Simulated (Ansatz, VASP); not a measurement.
# CsPtS in VASP and in Ansatz

```
Cs Pt S
1.0
     4.65440    0.00000    0.00000
     0.00000    4.65440    0.00000
     0.00000    0.00000    5.23363
Cs Pt S
1 1 1
Direct
  0.00000 0.00000 0.00000
  0.00000 0.00000 0.50000
  0.50000 0.50000 0.50000
```

Alike in both runs: task relaxation of cell and atoms; functional PBE; k mesh 4 × 4 × 4; occupations gaussian, width 0.1 eV; no spin polarisation.

```csv
,VASP,Ansatz
version,VASP 6.6.1,Ansatz 0.2.0
potentials or method,"VASP PAW PBE potentials, release 64 (Cs_sv, Pt, S), cutoff 600 eV","scalar-relativistic, plane waves, PAW"
valence electrons in the cell,25,33
```

VASP gave:

- gap on the k mesh at the Fermi level, each at its own relaxed structure (eV): none
- relaxed volume (Å³/atom): 27.23
- relaxed cell length with the largest relative difference (Å): 6.466

Q: Which values does Ansatz return?

A: gap on the k mesh at the Fermi level, each at its own relaxed structure (eV): none; relaxed volume (Å³/atom): 27.14; relaxed cell length with the largest relative difference (Å): 6.386.

A gap of «none» marks a metal or a gap that the smearing closes. VASP's potentials hold 25 valence electrons a cell and Ansatz's 33, so a difference there can come from the potentials and not from the codes.

Spin-orbit coupling is off throughout. Noted on VASP's run: the volume moved by over 15 % at a fixed basis, so the end points are rough.
